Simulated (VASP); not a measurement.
# K (Pm-3m) in VASP: a series of runs, part 2 of 2

VASP 6.6.1. The steps go on from the part before.

### Step 3. Single point, RPBE (79.56 Å³/atom)

This run uses another cell than the first one, of 79.56 Å³/atom.

Input file INCAR:

```
PREC = Accurate ; ENCUT = 520
EDIFF = 1E-6 ; ISMEAR = -1
SIGMA = 0.1 ; LREAL = False
LASPH = True ; NELM = 100
ALGO = Normal ; ISIF = 2
LWAVE = False ; LCHARG = False
GGA = RP ; NBANDS = 10
```

Input file KPOINTS:

```
regular mesh
0
Gamma
  8 8 8
```

Input file POSCAR:

```
K
1.0
    4.3008726828      0.0000000000      0.0000000000
    0.0000000000      4.3008726828      0.0000000000
    0.0000000000      0.0000000000      4.3008726828
K
1
Direct
    0.0000000000      0.0000000000      0.0000000000
```

Potentials or basis: VASP PAW PBE potentials, release 64 (K_sv).

Command:

```sh
cat potpaw_PBE.64/K_sv/POTCAR > POTCAR
mpirun -np 1 vasp_std > vasp.out
```

OUTCAR:

```text
PREC = Accurate
   ENCUT = 520
   EDIFF = 1E-6
   ISMEAR = -1
   LREAL = False
   LASPH = True
   NELM = 100
   ISIF = 2
   GGA = RP

 ion  position               nearest neighbor table
   1  0.000  0.000  0.000-

  LATTYP: Found a simple cubic cell.
 ALAT       =     4.3008726828

  Lattice vectors:

 A1 = (   4.3008726828,   0.0000000000,   0.0000000000)
 A2 = (   0.0000000000,   4.3008726828,   0.0000000000)
 A3 = (   0.0000000000,   0.0000000000,   4.3008726828)

Analysis of symmetry for initial positions (statically):
=====================================================================
 Subroutine PRICEL returns:
 Original cell was already a primitive cell.

 Routine SETGRP: Setting up the symmetry group for a
 simple cubic supercell.

 Subroutine GETGRP returns: Found 48 space group operations
 (whereof 48 operations were pure point group operations)
 out of a pool of 48 trial point group operations.

The static configuration has the point symmetry O_h .

Analysis of symmetry for dynamics (positions and initial velocities):
=====================================================================
 Subroutine PRICEL returns:
 Original cell was already a primitive cell.

 Routine SETGRP: Setting up the symmetry group for a
 simple cubic supercell.

 Subroutine GETGRP returns: Found 48 space group operations
 (whereof 48 operations were pure point group operations)
 out of a pool of 48 trial point group operations.

The dynamic configuration has the point symmetry O_h .

 Subroutine INISYM returns: Found 48 space group operations
 (whereof 48 operations are pure point group operations),
 and found     1 'primitive' translations

----------------------------------------------------------------------------------------

                                     Primitive cell

[... 104 lines left out ...]
   EFERMI_NEDOS =   21; number of points for ismear=-14 and -15
   IALGO  =     38    algorithm
   IMIX   =      4    mixing-type and parameters
     AMIX     =   0.40;   BMIX     =  1.00
     AMIX_MAG =   1.60;   BMIX_MAG =  1.00
  volume/ion in A,a.u.               =      79.56       536.87
  Fermi-wavevector in a.u.,A,eV,Ry     =   0.791770  1.496228  8.529490  0.626900
  Thomas-Fermi vector in A             =   1.897376
   LORBIT       =      0    0 simple, 1 ext, 2 COOP (PROOUT), +10 PAW based schemes
   GGA     = RP    functional components
   LHFCALC =     F    Hartree Fock is set to
   AEXX    =    0.0000 exact exchange contribution
   IVDW    =     0    specifies the selected vdW correction
   LEPSILON=     F    determine dielectric tensor
   LRPA    =     F    only Hartree local field effects (RPA)
 non-spin polarized calculation
  energy-cutoff  :      520.00
  volume of cell :       79.56
 maximum number of plane-waves:      2176
 NGX is ok and might be reduce to    32
   NGX = 15   NGY = 15   NGZ = 15

 number of electron       9.0000002 magnetization

 Free energy of the ion-electron system (eV)
  ---------------------------------------------------
  ext. energy  EPLUGINS =         0.00000000
  ---------------------------------------------------
  free energy    TOTEN  =        -0.84679431 eV

  energy without entropy =       -0.82320542  energy(sigma->0) =       -0.83499986

 E-fermi :  -0.1182     XC(G=0):  -5.3303

 val. band max:       -0.1285410813   @ k =   0.5000   0.0000   0.0000
 cond. band min:       0.0061685683   @ k =   0.5000   0.0000   0.0000
 fundamental gap:      0.1347096496
 Fermi energy:        -0.1181516475

 k-point     1 :       0.0000    0.0000    0.0000
  band No.  band energies     occupation
      1     -32.6054      2.00000
      2     -16.0044      2.00000
      3     -16.0044      2.00000
      4     -16.0044      2.00000
      5      -2.1812      2.00000
      6       2.8028      0.00000
      7       2.8028      0.00000
      8       6.0474      0.00000
      9       6.0526      0.00000
     10       6.1109      0.00000
[... 287 lines left out ...]
 k-point    24 :       0.5000    0.3750    0.1250
  band No.  band energies     occupation
      1     -32.5973      2.00000
      2     -16.0765      2.00000
      3     -16.0636      2.00000
      4     -16.0030      2.00000
      5       0.7996      0.00021
      6       1.3082      0.00000
      7       2.4635      0.00000
      8       2.9612      0.00000
      9       4.7530      0.00000
     10       4.8447      0.00000

 [... further k-points ...]
[... 5 lines left out ...]
  --------------------------------------------------------------------------------------
  -------------------------------------------------------------------------------------
  Total        0.1126918      0.1126918      0.1126918     -0.0000000      0.0000000      0.0000000
  in kB        2.2695159      2.2695159      2.2695159     -0.0000000      0.0000000      0.0000000
  external PRESSURE =       2.2695159 kB  Pullay stress =       0.0000000 kB

 VOLUME and BASIS-vectors are now :
 -----------------------------------------------------------------------------
  energy-cutoff  :      520.00
  volume of cell :       79.56
      direct lattice vectors                 reciprocal lattice vectors
     4.300872683  0.000000000  0.000000000     0.232510952  0.000000000  0.000000000
     0.000000000  4.300872683  0.000000000     0.000000000  0.232510952  0.000000000
     0.000000000  0.000000000  4.300872683     0.000000000  0.000000000  0.232510952

 POSITION                                       TOTAL-FORCE (eV/Angst)
 -----------------------------------------------------------------------------------
      0.00000      0.00000      0.00000         0.000000      0.000000      0.000000
 -----------------------------------------------------------------------------------
    total drift:                               -0.000000     -0.000000      0.000000

  FREE ENERGIE OF THE ION-ELECTRON SYSTEM (eV)
  ---------------------------------------------------
  free  energy   TOTEN  =        -0.8467943074 eV

  energy  without entropy=       -0.8232054222  energy(sigma->0) =       -0.83499986
```

stdout:

```text
POSCAR found type information on POSCAR K
 POSCAR found :  1 types and       1 ions
 scaLAPACK will be used
 -----------------------------------------------------------------------------
|                                                                             |
|                                                                             |
|     You enforced a specific xc type in the INCAR file but a different       |
|     I HOPE YOU KNOW WHAT YOU ARE DOING!                                     |
|                                                                             |
 -----------------------------------------------------------------------------

 LDA part: xc-table for (Slater+PW92), standard interpolation
 POSCAR, INCAR and KPOINTS ok, starting setup
 FFT: planning ... GRIDC
 FFT: planning ... GRID_SOFT
 FFT: planning ... GRID
 WAVECAR not read
 entering main loop
```

Run time: 7.7 s. Hardware: 1 thread of Intel Xeon 6975P-C (Granite Rapids), shared host; peak memory 0.17 GiB.

Results:

```
Free energy            : -0.8468 eV
Pressure               : 0.2 GPa
Band gap on the k mesh : zero (an odd number of electrons rules out a gap without spin polarisation)
```

Levels at points of the mesh, in eV from the Fermi level:
```csv
k point,band 2,band 3,band 4,band 5,band 6,band 7
"(0.00, 0.00, 0.00)",-15.89,-15.89,-15.89,-2.06,2.92,2.92
"(0.50, 0.00, 0.00)",-15.97,-15.88,-15.88,-0.01,0.12,3.54
"(0.50, 0.50, 0.00)",-15.96,-15.96,-15.87,1.09,2.14,2.14
"(0.50, 0.50, 0.50)",-15.95,-15.95,-15.95,2.27,2.27,2.27
```

Caveat: the PAW data sets were made with another functional, which shifts forces and pressure a little.

### Step 4. Single point, RPBE (83.01 Å³/atom)

This run uses another cell than the first one, of 83.01 Å³/atom.

Input file INCAR:

```
PREC     = Accurate       # precision mode
ENCUT    = 520            # plane-wave cutoff, eV
EDIFF    = 1E-6           # SCF threshold, eV
ISMEAR   = -1             # smearing method
SIGMA    = 0.1            # smearing width, eV
LREAL    = F              # projectors in reciprocal space
LASPH    = T              # aspherical terms in the spheres
NELM     = 80             # most SCF steps
ALGO     = Normal         # electronic algorithm
ISIF     = 2              # what is computed and relaxed
LWAVE    = F              # write WAVECAR
LCHARG   = T              # write CHGCAR
GGA      = RP             # functional
LELF     = T              # ELF
LVHAR    = T            
NBANDS   = 10             # bands
```

KPOINTS is that of step 3.

Input file POSCAR:

```
K
1.0
    4.3623220233      0.0000000000      0.0000000000
    0.0000000000      4.3623220233      0.0000000000
    0.0000000000      0.0000000000      4.3623220233
K
1
Direct
    0.0000000000      0.0000000000      0.0000000000
```

Command:

```sh
cat potpaw_PBE.64/K_sv/POTCAR > POTCAR
mpirun -np 1 vasp_std > vasp.out
```

Wall time 8.7 s (1 thread of Intel Xeon 6975P-C (Granite Rapids), shared host); peak memory 0.17 GiB.

The run converged. Its results:

| Property | Result |
| --- | --- |
| Free energy | -0.8506 eV |
| Pressure | 0.1 GPa |
| Band gap on the k mesh | zero (an odd number of electrons rules out a gap without spin polarisation) |

Levels at points of the mesh, in eV from the Fermi level:
```
           k point  band 1  band 2  band 3  band 4  band 5  band 6  band 7  band 8
(0.00, 0.00, 0.00)  -32.50  -15.90  -15.90  -15.90   -2.01    2.91    2.91    6.08
(0.50, 0.00, 0.00)  -32.50  -15.98  -15.90  -15.90   -0.02    0.13    3.52    4.61
(0.50, 0.50, 0.00)  -32.50  -15.97  -15.97  -15.89    1.12    2.07    2.07    2.08
(0.50, 0.50, 0.50)  -32.49  -15.96  -15.96  -15.96    2.28    2.28    2.28    4.08
```

Caveat: the PAW data sets were made with another functional, which shifts forces and pressure a little.

### Step 5. Summary

| cell | gap on the mesh (eV) | pressure (GPa) |
| --- | --- | --- |
| a = 4.238 Å, 1 atom | none | 0.4 |
| a = 4.301 Å, 1 atom | none | 0.2 |
| a = 4.362 Å, 1 atom | none | 0.1 |

Alike in all rows: task single point; level RPBE; potentials or basis VASP PAW PBE potentials, release 64 (K_sv); no spin polarisation; k mesh 8 × 8 × 8; cutoff (eV) 520; smearing fermi-dirac 0.1 eV.

Caveats: the PAW data sets were made with another functional, which shifts forces and pressure a little.

Absolute energies hang on the potentials; compare differences alone.
